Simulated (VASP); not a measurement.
Wanted: the native input for a VASP 6.6.1 run.

* Task: single point
* Functional: PBE
* Potentials or basis: VASP PAW PBE potentials, release 64 (Co)
* Cutoff: 520 eV
* k mesh: 12 × 12 × 12
* Occupations: fermi-dirac, width 0.1 eV
* Spin: no spin polarisation
* Dipole correction: no
* Further INCAR settings: ALGO = Normal; EDIFF = 1e-07; NBANDS = 16

The structure of Co lies in POSCAR:

```
Co
1.0
    0.0000000000      2.4950353837      2.4950353837
    2.4950353837      0.0000000000      2.4950353837
    2.4950353837      2.4950353837      0.0000000000
Co
2
Direct
    0.1250000000      0.1250000000      0.1250000000
    0.8750000000      0.8750000000      0.8750000000
```

This cell differs from its parent crystal: volume scaled by 1.04.

The input as run:

INCAR

```
SYSTEM = Co
  PREC = Accurate
  ENCUT = 520
  EDIFF = 1E-7
  ISMEAR = -1
  SIGMA = 0.1
  LREAL = .False.
  LASPH = .True.
  NELM = 60
  ALGO = Normal
  ISIF = 2
  LWAVE = .False.
  LCHARG = .False.
  GGA = PE
  NBANDS = 16
```

KPOINTS

```
Automatic mesh
0
Gamma
  12 12 12
  0 0 0
```

Potentials or basis: VASP PAW PBE potentials, release 64 (Co).

Command:

```sh
$ cat potpaw_PBE.64/Co/POTCAR > POTCAR
$ mpirun -np 1 vasp_std > vasp.out
```

It gave:

The pressure is -5.4 GPa and the band gap on the k mesh is zero (band 9 reaches 6.28 eV, above the bottom of band 10 at 5.59 eV).

Caveat: the run has no spin polarisation, though such a crystal can be magnetic.

Wall time 34 s on 1 thread of Intel Xeon 6975P-C (shared host), peak memory 0.17 GiB.
